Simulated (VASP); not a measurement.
# K (P6_3/mmc) in VASP: a series of runs

K is run at these levels: PBEsol; tasks: relaxation of shape and atoms at fixed volume.

Everything below comes from runs of VASP 6.6.1. Logs are shortened: lines on timing, memory, paths and dates and some standing lists are left out, and cuts for length are marked.

## (1) The cell of the first run

It takes space group P6_3/mmc (No. 194, hexagonal). Conventional cell: a = 3.704 Å, b = 3.704 Å, c = 6.001 Å, α = 90.00°, β = 90.00°, γ = 120.00°. Within 4.8 Å of K (site symmetry -6m2) lie 12 K at 3.68 to 3.70 Å.

This isn't the form of K at room conditions, which is bcc.

## (2) Relaxation of shape and atoms at fixed volume, PBEsol

Contents of INCAR:

```
SYSTEM = K
ALGO = Normal ; EDIFF = 1E-6
EDIFFG = -0.005 ; ENCUT = 600
GGA = PS ; IBRION = 2
ISIF = 4 ; ISMEAR = -1
LASPH = .True. ; LCHARG = .False.
LREAL = .False. ; LWAVE = .False.
NELM = 100 ; NSW = 50
PREC = Accurate ; SIGMA = 0.05
```

Contents of KPOINTS:

```
k-points
0
Gamma
  10 10 5
  0 0 0
```

Contents of POSCAR:

```
K
1.0
    3.7044862346      0.0000000000      0.0000000000
   -1.8522431173      3.2081791871      0.0000000000
    0.0000000000      0.0000000000      6.0012677001
K
2
Direct
    0.3333333333      0.6666666667      0.2500000000
    0.6666666667      0.3333333333      0.7500000000
```

Potentials or basis: VASP PAW PBE potentials, release 64 (K_sv).

Command:

```bash
> cat potpaw_PBE.64/K_sv/POTCAR > POTCAR
> mpirun -np 1 vasp_std > vasp.out
```

OUTCAR:

```text
SYSTEM = K
   EDIFF = 1E-6
   EDIFFG = -0.005
   ENCUT = 600
   GGA = PS
   IBRION = 2
   ISIF = 4
   ISMEAR = -1
   LASPH = .True.
   LREAL = .False.
   NELM = 100
   NSW = 50
   PREC = Accurate

 ion  position               nearest neighbor table
   1  0.333  0.667  0.250-   2 3.68   2 3.68   2 3.68   2 3.68   2 3.68   2 3.68
   2  0.667  0.333  0.750-   1 3.68   1 3.68   1 3.68   1 3.68   1 3.68   1 3.68

  LATTYP: Found a hexagonal cell.
 ALAT       =     3.7044862346
 C/A-ratio  =     1.6200000000

  Lattice vectors:

 A1 = (   3.7044862346,   0.0000000000,   0.0000000000)
 A2 = (  -1.8522431173,   3.2081791871,   0.0000000000)
 A3 = (   0.0000000000,   0.0000000000,   6.0012677001)

Analysis of symmetry for initial positions (statically):
=====================================================================
 Subroutine PRICEL returns:
 Original cell was already a primitive cell.

 Routine SETGRP: Setting up the symmetry group for a
 hexagonal supercell.

 Subroutine GETGRP returns: Found 24 space group operations
 (whereof 12 operations were pure point group operations)
 out of a pool of 24 trial point group operations.

The static configuration has the point symmetry D_3d.
 The point group associated with its full space group is D_6h.

Analysis of symmetry for dynamics (positions and initial velocities):
=====================================================================
 Subroutine PRICEL returns:
 Original cell was already a primitive cell.

 Routine SETGRP: Setting up the symmetry group for a
 hexagonal supercell.

 Subroutine GETGRP returns: Found 24 space group operations
 (whereof 12 operations were pure point group operations)
 out of a pool of 24 trial point group operations.

The dynamic configuration has the point symmetry D_3d.
 The point group associated with its full space group is D_6h.

 Subroutine INISYM returns: Found 24 space group operations
 (whereof 12 operations are pure point group operations),
 and found     1 'primitive' translations

----------------------------------------------------------------------------------------

                                     Primitive cell

  volume of cell :      71.3230

  direct lattice vectors                    reciprocal lattice vectors
     3.704486235  0.000000000  0.000000000     0.269942966  0.155851644  0.000000000
    -1.852243117  3.208179187  0.000000000     0.000000000  0.311703288  0.000000000
     0.000000000  0.000000000  6.001267700     0.000000000  0.000000000  0.166631460

  length of vectors
     3.704486235  3.704486235  6.001267700     0.311703288  0.311703288  0.166631460

  position of ions in fractional coordinates (direct lattice)
     0.333333333  0.666666667  0.250000000
     0.666666667  0.333333333  0.750000000

  ion indices of the primitive-cell ions
   primitive index   ion index
                 1           1
                 2           2

----------------------------------------------------------------------------------------

 KPOINTS: k-points

Automatic generation of k-mesh.
 Grid dimensions read from file:
 generate k-points for:   10   10    5

 Generating k-lattice:

  Cartesian coordinates                     Fractional coordinates (reciprocal lattice)
     0.026994297  0.015585164  0.000000000     0.100000000 -0.000000000  0.000000000
     0.000000000  0.031170329  0.000000000     0.000000000  0.100000000  0.000000000
     0.000000000  0.000000000  0.033326292     0.000000000  0.000000000  0.200000000

  Length of vectors
     0.031170329  0.031170329  0.033326292

  Shift w.r.t. Gamma in fractional coordinates (k-lattice)
     0.000000000  0.000000000  0.000000000

 Subroutine IBZKPT returns following result:
 ===========================================

 Found     42 irreducible k-points:

 Following reciprocal coordinates:
            Coordinates               Weight
  0.000000  0.000000  0.000000      1.000000
  0.100000  0.000000  0.000000      6.000000
  0.200000  0.000000  0.000000      6.000000
  0.300000  0.000000  0.000000      6.000000
  0.400000  0.000000  0.000000      6.000000
  0.500000  0.000000  0.000000      3.000000
[... 16 lines left out ...]
  0.300000  0.100000  0.200000     24.000000
  0.400000  0.100000  0.200000     24.000000
 [... further k-points ...]
   k-points           NKPTS =     42   k-points in BZ     NKDIM =     42   number of bands    NBANDS=     13
   number of dos      NEDOS =    301   number of ions     NIONS =      2
   total plane-waves  NPLWV =  43200
   dimension x,y,z NGX =    30 NGY =   30 NGZ =   48
   dimension x,y,z NGXF=    60 NGYF=   60 NGZF=   96
   ions per type =               2
   NGX,Y,Z   is equivalent  to a cutoff of  13.46, 13.46, 13.30 a.u.
   NGXF,Y,Z  is equivalent  to a cutoff of  26.93, 26.93, 26.59 a.u.
 SYSTEM =  K
   PREC   = accura    normal or accurate (medium, high low for compatibility)
   ISTART =      0    job   : 0-new  1-cont  2-samecut
   ICHARG =      2    charge: 1-file 2-atom 10-const
   ISPIN  =      1    spin polarized calculation?
   LNONCOLLINEAR =      F non collinear calculations
   LSORBIT =      F    spin-orbit coupling
   LASPH  =      T    aspherical Exc in radial PAW
   ENCUT  =  600.0 eV  44.10 Ry    6.64 a.u.   7.40  7.40 11.99*2*pi/ulx,y,z
   NELM   =    100;   NELMIN=  2; NELMDL= -5     # of ELM steps
   EDIFF  = 0.1E-05   stopping-criterion for ELM
   LREAL  =      F    real-space projection
   EDIFFG = -.5E-02   stopping-criterion for IOM
   NSW    =     50    number of steps for IOM
   IBRION =      2    ionic relax: 0-MD 1-quasi-New 2-CG
   NFREE  =      1    steps in history (QN), initial steepest desc. (CG)
   ISIF   =      4    stress and relaxation
   ISYM   =      2    0-nonsym 1-usesym 2-fastsym
   POTIM  = 0.5000    time-step for ionic-motion
   TEBEG  =    0.0;   TEEND  =   0.0 temperature during run
   PSTRESS=    0.0 pullay stress
   NELECT =      18.0000    total number of electrons
   NUPDOWN=      -1.0000    fix difference up-down
   EMIN   =  10.00;   EMAX   =-10.00  energy-range for DOS
   EFERMI =   0.00;   METHOD = LEGACY
   ISMEAR =    -1;   SIGMA  =   0.05  broadening in eV -4-tet -1-fermi 0-gaus
   EFERMI_NEDOS =   21; number of points for ismear=-14 and -15
   IALGO  =     38    algorithm
   IMIX   =      4    mixing-type and parameters
     AMIX     =   0.40;   BMIX     =  1.00
     AMIX_MAG =   1.60;   BMIX_MAG =  1.00
  volume/ion in A,a.u.               =      35.66       240.66
  Fermi-wavevector in a.u.,A,eV,Ry     =   1.034560  1.955035 14.562519  1.070315
  Thomas-Fermi vector in A             =   2.168861
   LORBIT       =      0    0 simple, 1 ext, 2 COOP (PROOUT), +10 PAW based schemes
   GGA     = PS    functional components
   LHFCALC =     F    Hartree Fock is set to
   AEXX    =    0.0000 exact exchange contribution
   IVDW    =     0    specifies the selected vdW correction
   LEPSILON=     F    determine dielectric tensor
   LRPA    =     F    only Hartree local field effects (RPA)
 conjugate gradient relaxation of ions
 non-spin polarized calculation
  energy-cutoff  :      600.00
  volume of cell :       71.32
 maximum number of plane-waves:      2406
 NGX is ok and might be reduce to    30
   NGX = 15   NGY = 15   NGZ = 23

--------------------------------------- Ionic step        1  -------------------------------------------

 number of electron      17.9999998 magnetization

 Free energy of the ion-electron system (eV)
  ---------------------------------------------------
  ext. energy  EPLUGINS =         0.00000000
  ---------------------------------------------------
  free energy    TOTEN  =        -1.09869447 eV

  energy without entropy =       -1.08106691  energy(sigma->0) =       -1.08988069

------------------------ aborting loop because EDIFF is reached ----------------------------------------

  FORCE on cell =-STRESS in cart. coord.  units (eV):
  Direction    XX          YY          ZZ          XY          YZ          ZX
  --------------------------------------------------------------------------------------
  -------------------------------------------------------------------------------------
  Total        4.0363335      4.0363335      4.0155347     -0.0000000     -0.0000000     -0.0000000
  in kB       90.6709207     90.6709207     90.2037019     -0.0000000     -0.0000000     -0.0000000
  external PRESSURE =      90.5151811 kB  Pullay stress =       0.0000000 kB
[... 57 lines left out ...]
  energy  without entropy=       -1.0810868677  energy(sigma->0) =       -1.08989409

--------------------------------------- Ionic step        3  -------------------------------------------

 number of electron      17.9999998 magnetization

 Free energy of the ion-electron system (eV)
  ---------------------------------------------------
  ext. energy  EPLUGINS =         0.00000000
  ---------------------------------------------------
  free energy    TOTEN  =        -1.09871402 eV

  energy without entropy =       -1.08113833  energy(sigma->0) =       -1.08992617

 E-fermi :   2.2008     XC(G=0):  -7.8837

 val. band max:        2.1288679775   @ k =   0.1000   0.1000   0.2000
 cond. band min:       2.2013350279   @ k =   0.2000   0.2000   0.4000
 fundamental gap:      0.0724670503
 Fermi energy:         2.2007911203

 k-point     1 :       0.0000    0.0000    0.0000
  band No.  band energies     occupation
      1     -29.8528      2.00000
      2     -29.7592      2.00000
      3     -13.7922      2.00000
      4     -13.1905      2.00000
      5     -13.1905      2.00000
      6     -13.1064      2.00000
      7     -13.1064      2.00000
      8     -13.1008      2.00000
      9      -1.1027      2.00000
     10       2.2111      0.89754
     11       3.5663      0.00000
     12       6.5659      0.00000
     13       6.5659      0.00000
[... 353 lines left out ...]
 k-point    24 :       0.4000    0.1000    0.2000
  band No.  band energies     occupation
      1     -29.7609      2.00000
      2     -29.7363      2.00000
      3     -13.7173      2.00000
      4     -13.6164      2.00000
      5     -13.4219      2.00000
      6     -13.3361      2.00000
      7     -13.2547      2.00000
      8     -13.2102      2.00000
      9       2.1202      1.66745
     10       2.8092      0.00001
     11       3.4831      0.00000
     12       3.9073      0.00000
     13       5.1442      0.00000

 [... further k-points ...]

------------------------ aborting loop because EDIFF is reached ----------------------------------------

  FORCE on cell =-STRESS in cart. coord.  units (eV):
  Direction    XX          YY          ZZ          XY          YZ          ZX
  --------------------------------------------------------------------------------------
  -------------------------------------------------------------------------------------
  Total        4.0285048      4.0285048      4.0184923      0.0000000      0.0000000      0.0000000
  in kB       90.4950595     90.4950595     90.2701401      0.0000000      0.0000000      0.0000000
  external PRESSURE =      90.4200864 kB  Pullay stress =       0.0000000 kB
[... 17 lines left out ...]
  FREE ENERGIE OF THE ION-ELECTRON SYSTEM (eV)
  ---------------------------------------------------
  free  energy   TOTEN  =        -1.0987140153 eV

  energy  without entropy=       -1.0811383296  energy(sigma->0) =       -1.08992617

 reached required accuracy - stopping structural energy minimisation
```

Run time: 29 s. Hardware: 1 thread of Intel Xeon 6975P-C (Granite Rapids), shared host; peak memory 0.21 GiB.

What came out:

```
Free energy               : -1.0987 eV
Energy gained by relaxing : 0.0 meV/atom
Ionic steps               : 3
Pressure after relaxing   : 9.0 GPa
Band gap on the k mesh    : zero (bands 9 and 10 overlap by 2.30 eV)
```

Final structure:
```yaml
crystal:
  lattice:
    - [3.70697, 0.00000, 0.00000]
    - [-1.85348, 3.21033, 0.00000]
    - [0.00000, 0.00000, 5.99324]
  atoms:
    - { symbol: K, position: [0.33333, 0.66667, 0.25000] }
    - { symbol: K, position: [0.66667, 0.33333, 0.75000] }
```

Caveat: the PAW data sets were made with another functional, which shifts forces and pressure a little.

## (3) Relaxation of shape and atoms at fixed volume, PBEsol

This run uses another cell than the first one, of 42.79 Å³/atom.

Contents of INCAR:

```
SYSTEM = K
PREC = Accurate
ENCUT = 600
EDIFF = 1E-6
ISMEAR = -1
SIGMA = 0.05
LREAL = .False.
LASPH = .True.
NELM = 80
ALGO = Normal
ISIF = 4
LWAVE = .False.
LCHARG = .False.
GGA = PS
IBRION = 2
NSW = 50
EDIFFG = -0.005
```

Contents of KPOINTS:

```
Automatic mesh
0
Gamma
  10 10 5
  0 0 0
```

Contents of POSCAR:

```
K
1.0
    3.9366040416      0.0000000000      0.0000000000
   -1.9683020208      3.4091991047      0.0000000000
    0.0000000000      0.0000000000      6.3772985475
K
2
Direct
    0.3333333333      0.6666666667      0.2500000000
    0.6666666667      0.3333333333      0.7500000000
```

Potentials or basis: VASP PAW PBE potentials, release 64 (K_sv).

Command:

```bash
> cat potpaw_PBE.64/K_sv/POTCAR > POTCAR
> mpirun -np 1 vasp_std > vasp.out
```

OUTCAR:

```text
SYSTEM = K
   PREC = Accurate
   ENCUT = 600
   EDIFF = 1E-6
   ISMEAR = -1
   LREAL = .False.
   LASPH = .True.
   NELM = 80
   ISIF = 4
   GGA = PS
   IBRION = 2
   NSW = 50
   EDIFFG = -0.005

 ion  position               nearest neighbor table
   1  0.333  0.667  0.250-
   2  0.667  0.333  0.750-

  LATTYP: Found a hexagonal cell.
 ALAT       =     3.9366040416
 C/A-ratio  =     1.6200000000

  Lattice vectors:

 A1 = (   3.9366040416,   0.0000000000,   0.0000000000)
 A2 = (  -1.9683020208,   3.4091991047,   0.0000000000)
 A3 = (   0.0000000000,   0.0000000000,   6.3772985475)

Analysis of symmetry for initial positions (statically):
[... 340 lines left out ...]
      2     -30.4384      2.00000
      3     -14.2704      2.00000
      4     -13.9155      2.00000
      5     -13.9155      2.00000
      6     -13.8655      2.00000
      7     -13.8655      2.00000
      8     -13.8651      2.00000
      9      -1.5959      2.00000
     10       1.5824      0.08097
     11       2.4180      0.00000
     12       5.8154      0.00000
     13       5.8154      0.00000
[... 354 lines left out ...]
  band No.  band energies     occupation
      1     -30.4377      2.00000
      2     -30.4261      2.00000
      3     -14.2301      2.00000
      4     -14.1728      2.00000
      5     -14.0539      2.00000
      6     -14.0038      2.00000
      7     -13.9564      2.00000
      8     -13.9304      2.00000
      9       1.3581      1.57874
     10       2.1682      0.00000
     11       2.7152      0.00000
     12       3.2003      0.00000
     13       4.2242      0.00000

 [... further k-points ...]

------------------------ aborting loop because EDIFF is reached ----------------------------------------

  FORCE on cell =-STRESS in cart. coord.  units (eV):
  Direction    XX          YY          ZZ          XY          YZ          ZX
  --------------------------------------------------------------------------------------
  -------------------------------------------------------------------------------------
  Total        2.5881903      2.5881903      2.5816413      0.0000000      0.0000000     -0.0000000
  in kB       48.4502408     48.4502408     48.3276457      0.0000000      0.0000000     -0.0000000
  external PRESSURE =      48.4093758 kB  Pullay stress =       0.0000000 kB
[... 17 lines left out ...]
  FREE ENERGIE OF THE ION-ELECTRON SYSTEM (eV)
  ---------------------------------------------------
  free  energy   TOTEN  =        -1.6985902090 eV

  energy  without entropy=       -1.6851947388  energy(sigma->0) =       -1.69189247

 reached required accuracy - stopping structural energy minimisation
```

CONTCAR:

```text
K
   1.00000000000000
     3.9296352568571762   -0.0000000000000000    0.0000000000000000
    -1.9648176284285881    3.4031639601061228    0.0000000000000000
     0.0000000000000000   -0.0000000000000000    6.3999375072908844
  K
     2
Direct
     0.3333333332999970    0.6666666667000030    0.2500000000000000
     0.6666666667000030    0.3333333332999970    0.7500000000000000

  0.00000000E+00  0.00000000E+00  0.00000000E+00
  0.00000000E+00  0.00000000E+00  0.00000000E+00
```

It took 44 s on 1 thread of Intel Xeon 6975P-C (Granite Rapids), shared host; peak memory 0.24 GiB.

What came out:

```yaml
Free_energy: -1.6986 eV
Energy_gained_by_relaxing: 0.0 meV/atom
Ionic_steps: 5
Pressure_after_relaxing: 4.8 GPa
Band_gap_on_the_k_mesh: zero (bands 9 and 10 overlap by 2.28 eV)
```

Final structure:
```xyz
2
Lattice="3.9296 0.0000 0.0000 -1.9648 3.4032 0.0000 0.0000 0.0000 6.3999" Properties=species:S:1:pos:R:3 pbc="T T T"
K     0.0000    2.2688    1.6000
K     1.9648    1.1344    4.8000
```

Caveat: the PAW data sets were made with another functional, which shifts forces and pressure a little.

## (4) Relaxation of shape and atoms at fixed volume, PBEsol

This run uses another cell than the first one, of 49.93 Å³/atom.

Contents of INCAR:

```
  ALGO = Normal
  EDIFF = 1E-7
  EDIFFG = -0.005
  ENCUT = 600
  GGA = PS
  IBRION = 2
  ISIF = 4
  ISMEAR = -1
  LASPH = T
  LCHARG = F
  LREAL = F
  LWAVE = F
  NELM = 80
  NSW = 50
  PREC = Accurate
  SIGMA = 0.05
```

Contents of KPOINTS:

```
k-points
0
Gamma
  10 10 5
```

Contents of POSCAR:

```
K
1.0
    4.1441677867      0.0000000000      0.0000000000
   -2.0720838934      3.5889545808      0.0000000000
    0.0000000000      0.0000000000      6.7135518146
K
2
Direct
    0.3333333333      0.6666666667      0.2500000000
    0.6666666667      0.3333333333      0.7500000000
```

Command:

```bash
> cat potpaw_PBE.64/K_sv/POTCAR > POTCAR
> mpirun -np 1 vasp_std > vasp.out
```

Run time: 68 s. Hardware: 1 thread of Intel Xeon 6975P-C (Granite Rapids), shared host; peak memory 0.28 GiB.

It converged, with:

| Item | Value |
| --- | --- |
| Free energy | -2.0177 eV |
| Energy gained by relaxing | 0.1 meV/atom |
| Ionic steps | 5 |
| Pressure after relaxing | 2.5 GPa |
| Band gap on the k mesh | zero (bands 9 and 10 overlap by 2.19 eV) |

Step by step:
```csv
step,energy change (eV),largest force (eV/Å),pressure (GPa),volume (Å³)
1,0.0000,0.0000,2.54,99.85
2,0.0000,0.0000,2.54,99.85
3,-0.0001,0.0000,2.54,99.85
4,-0.0001,0.0000,2.54,99.85
5,-0.0001,0.0000,2.54,99.85
```

Final structure:
```yaml
crystal:
  lattice:
    - [4.13456, 0.00000, 0.00000]
    - [-2.06728, 3.58063, 0.00000]
    - [0.00000, 0.00000, 6.74479]
  atoms:
    - { symbol: K, position: [0.33333, 0.66667, 0.25000] }
    - { symbol: K, position: [0.66667, 0.33333, 0.75000] }
```

Levels at points of the mesh, in eV from the Fermi level:
```tsv
k point	band 6	band 7	band 8	band 9	band 10	band 11	band 12	band 13
(0.00, 0.00, 0.00)	-15.30	-15.30	-15.30	-2.76	0.25	0.81	4.36	4.36
(0.50, 0.00, 0.00)	-15.39	-15.36	-15.33	0.13	0.34	1.45	1.86	2.73
```

Caveat: the PAW data sets were made with another functional, which shifts forces and pressure a little.

## (5) The runs side by side

```csv
cell,gap on the mesh (eV),pressure (GPa)
"relaxed from a = 3.704, b = 3.704, c = 6.001 Å, angles 90.0, 90.0, 120.0°, 2 atoms",none,9.0
"relaxed from a = 3.937, b = 3.937, c = 6.377 Å, angles 90.0, 90.0, 120.0°, 2 atoms",none,4.8
"relaxed from a = 4.144, b = 4.144, c = 6.714 Å, angles 90.0, 90.0, 120.0°, 2 atoms",none,2.5
```

Alike in all rows: task relaxation of shape and atoms at fixed volume; level PBEsol; potentials or basis VASP PAW PBE potentials, release 64 (K_sv); no spin polarisation; k mesh 10 × 10 × 5; cutoff (eV) 600; smearing fermi-dirac 0.05 eV.

Caveats: the PAW data sets were made with another functional, which shifts forces and pressure a little.

Total energies depend on the potentials used, so only differences within one code and one set of settings carry meaning.

The gap in the log of VASP goes by the Fermi energy; the results here count the filled bands.